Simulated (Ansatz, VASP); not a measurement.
Mg2C: VASP beside Ansatz

The input INCAR:

```
PREC = Accurate
ENCUT = 520
EDIFF = 1E-6
ISMEAR = 0
SIGMA = 0.01
LREAL = F
LASPH = T
NELM = 100
ALGO = Normal
ISIF = 2
LWAVE = F
LCHARG = F
GGA = PE
NBANDS = 11
```

Contents of KPOINTS:

```
Automatic mesh
0
Gamma
  6 6 6
```

Contents of POSCAR:

```
Mg2C
1.0
    0.0000000000      2.7568809830      2.7568809830
    2.7568809830      0.0000000000      2.7568809830
    2.7568809830      2.7568809830      0.0000000000
C Mg
1 2
Direct
    0.0000000000      0.0000000000      0.0000000000
    0.2500000000      0.2500000000      0.2500000000
    0.7500000000      0.7500000000      0.7500000000
```

Input for Ansatz:

```yaml
crystal:
  lattice:
    - [0.0, 2.756880983, 2.756880983]
    - [2.756880983, 0.0, 2.756880983]
    - [2.756880983, 2.756880983, 0.0]
  atoms:
    - { symbol: C, position: [0.0, 0.0, 0.0] }
    - { symbol: Mg, position: [0.25, 0.25, 0.25] }
    - { symbol: Mg, position: [0.75, 0.75, 0.75] }
kpoints:
  mp_grid: { grid: [6, 6, 6] }
hamiltonian:
  xc: pbe
scf:
  occupations: { method: fixed }
  n_extra_bands: 4
output:
  forces: true
  stress: true
  eigenvalues: true
```

Alike in both runs: task single point; functional PBE; k mesh 6 × 6 × 6; no spin polarisation.

|  | VASP | Ansatz |
| --- | --- | --- |
| version | VASP 6.6.1 | Ansatz 0.2.0 |
| potentials or method | VASP PAW PBE potentials, release 64 (C, Mg) | plane waves, PAW |
| plane-wave cutoff (eV) | 520 | 420 |
| occupations | gaussian, width 0.01 eV | fixed |
| valence electrons in the cell | 8 | 24 |

Ansatz gave:

- gap on the k mesh at the Fermi level (eV): 0.73
- pressure (GPa): -2.6

Problem. Estimate VASP's values.

Solution. gap on the k mesh at the Fermi level (eV): 0.73; pressure (GPa): -2.8.

VASP's potentials hold 8 valence electrons a cell and Ansatz's 24, so a difference there can come from the potentials and not from the codes.
